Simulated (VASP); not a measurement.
**Zn: single point with r2SCAN**

Zn:

```
Zn
1.0
     2.67208    0.00000    0.00000
    -1.33604    2.31409    0.00000
     0.00000    0.00000    4.56995
Zn
2
Cartesian
  0.0000 1.5427 1.1425
  1.3360 0.7714 3.4275
```

| Property | Result |
| --- | --- |
| Program | VASP 6.6.1 |
| Task | single point |
| Functional | r2SCAN |
| Potentials or basis | VASP PAW PBE potentials, release 64 (Zn) |
| Cutoff | 520 eV |
| k mesh | 11 × 11 × 5 |
| Occupations | gaussian, width 0.1 eV |
| Spin | no spin polarisation |

The pressure is 0.4 GPa and the band gap on the k mesh is zero (band 12 reaches 4.88 eV, above the bottom of band 13 at 1.56 eV).

Levels at points of the mesh, in eV from the Fermi level:
| k point | band 9 | band 10 | band 11 | band 12 | band 13 | band 14 | band 15 | band 16 |
| --- | --- | --- | --- | --- | --- | --- | --- | --- |
| (0.00, 0.00, 0.00) | -8.08 | -7.73 | -7.73 | -3.99 | -2.19 | 17.41 | 17.41 | 18.10 |

Run time: 56 s on 1 thread of AMD EPYC 9R45 96-Core Processor (Zen 5), with other jobs on the host, peak memory 0.13 GiB.

Caveat: the PAW data sets were made with another functional, which shifts forces and pressure a little.
